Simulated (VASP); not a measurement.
Wanted: the native input for a VASP 6.6.1 run.

- Task: single point
- Functional: PBE
- Potentials or basis: VASP PAW PBE potentials, release 64 (Zn)
- Cutoff: 520 eV
- k mesh: 15 × 15 × 8
- Occupations: gaussian, width 0.1 eV
- Spin: no spin polarisation
- Dipole correction: no
- Further INCAR settings: ALGO = Normal; EDIFF = 1e-06; NBANDS = 19

The structure of Zn lies in POSCAR:

```
Zn
1.0
    2.7254222089      0.0000000000      0.0000000000
   -1.3627111045      2.3602848689      0.0000000000
    0.0000000000      0.0000000000      4.7624354250
Zn
2
Direct
    0.3333333333      0.6666666667      0.2500000000
    0.6666666667      0.3333333333      0.7500000000
```

This cell differs from its parent crystal: strained.

One way to write it, as run:

INCAR

```
ALGO = Normal
EDIFF = 1E-6
ENCUT = 520
GGA = PE
ISIF = 2
ISMEAR = 0
LASPH = True
LCHARG = False
LREAL = False
LWAVE = False
NBANDS = 19
NELM = 60
PREC = Accurate
SIGMA = 0.1
```

KPOINTS

```
k-points
0
Gamma
  15 15 8
```

Potentials or basis: VASP PAW PBE potentials, release 64 (Zn).

Run with:

```sh
$ cat potpaw_PBE.64/Zn/POTCAR > POTCAR
$ mpirun -np 1 vasp_std > vasp.out
```

It gave:

```json
{
 "Pressure": "-1.2 GPa",
 "Band gap on the k mesh": "zero (bands 12 and 13 overlap by 3.88 eV)"
}
```

Caveat: the cell differs from its parent crystal (strained).

Run time: 37 s on 1 thread of Oxide Virtual Turin-like Processor (shared host), peak memory 0.15 GiB.
